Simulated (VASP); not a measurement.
AlRu, 2 atoms in the cell. Symmetry: Pm-3m, No. 221, cubic system. Conventional cell: a = 3.050 Å, b = 3.050 Å, c = 3.050 Å, α = 90.00°, β = 90.00°, γ = 90.00°. Ru (site symmetry m-3m) has 8 Al at 2.64 Å and 6 Ru at 3.05 Å within 3.5 Å. Al (site symmetry m-3m) has 8 Ru at 2.64 Å and 6 Al at 3.05 Å within 3.5 Å. 

```yaml
Program: VASP 6.6.1
Task: single point
Functional: LDA
Potentials_or_basis: VASP PAW LDA potentials, release 64 (Ru_pv, Al)
Cutoff: 520 eV
k_mesh: 9 × 9 × 9
Occupations: fermi-dirac, width 0.05 eV
Spin: no spin polarisation
Dipole_correction: no
Further_INCAR_settings: ALGO = Normal; EDIFF = 1e-06; NBANDS = 16
```

Potentials or basis: VASP PAW LDA potentials, release 64 (Ru_pv, Al).

Run with:

```bash
$ cat potpaw_LDA.64/Ru_pv/POTCAR potpaw_LDA.64/Al/POTCAR > POTCAR
$ mpirun -np 1 vasp_std > vasp.out
```

Hardware: 1 thread of Intel(R) Xeon(R) 6975P-C (Granite Rapids), with other jobs on the host.

**Question.** Estimate the wall time of this run.

**Answer.** It took 3.6 s on 1 thread of Intel(R) Xeon(R) 6975P-C (Granite Rapids), on a shared host, peak memory 0.13 GiB. Counts: scf iterations 11, k points 35.
